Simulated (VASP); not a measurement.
Crystal: Cu.

```
Cu
1.0
     0.00000    2.48500    2.48500
     2.48500    0.00000    2.48500
     2.48500    2.48500    0.00000
Cu
2
Direct
  0.00000 0.00000 0.00000
  0.25000 0.25000 0.25000
```

```yaml
Program: VASP 6.6.1
Task: relaxation of cell and atoms
Functional: PBEsol
Potentials_or_basis: VASP PAW PBE potentials, release 64 (Cu)
Cutoff: 600 eV
k_mesh: 15 × 15 × 15
Occupations: fermi-dirac, width 0.1 eV
Spin: no spin polarisation
```

At the start: pressure 15.7 GPa; volume 15.35 Å³/atom.

Problem. How do energy, volume and symmetry change on relaxing?

Solution. Over 4 steps the energy falls by 111.7 meV/atom and the volume is 18.03 Å³/atom (+17.5 %); space group Fd-3m (No. 227, to 0.05 Å).

Step by step:
| step | energy change (eV) | largest force (eV/Å) | pressure (GPa) | volume (Å³) |
| --- | --- | --- | --- | --- |
| 1 | 0.0000 | 0.0000 | 15.74 | 30.69 |
| 2 | -0.2049 | 0.0000 | -3.03 | 37.89 |
| 3 | -0.2235 | 0.0000 | 0.12 | 35.94 |
| 4 | -0.2235 | 0.0000 | -0.07 | 36.05 |

Final structure:
```
Cu
1.0
     0.00000    2.62207    2.62207
     2.62207    0.00000    2.62207
     2.62207    2.62207    0.00000
Cu
2
Direct
  0.00000 0.00000 0.00000
  0.25000 0.25000 0.25000
```

Caveat: the volume moved by over 15 % at a fixed basis, so the end points are rough; the PAW data sets were made with another functional, which shifts forces and pressure a little.
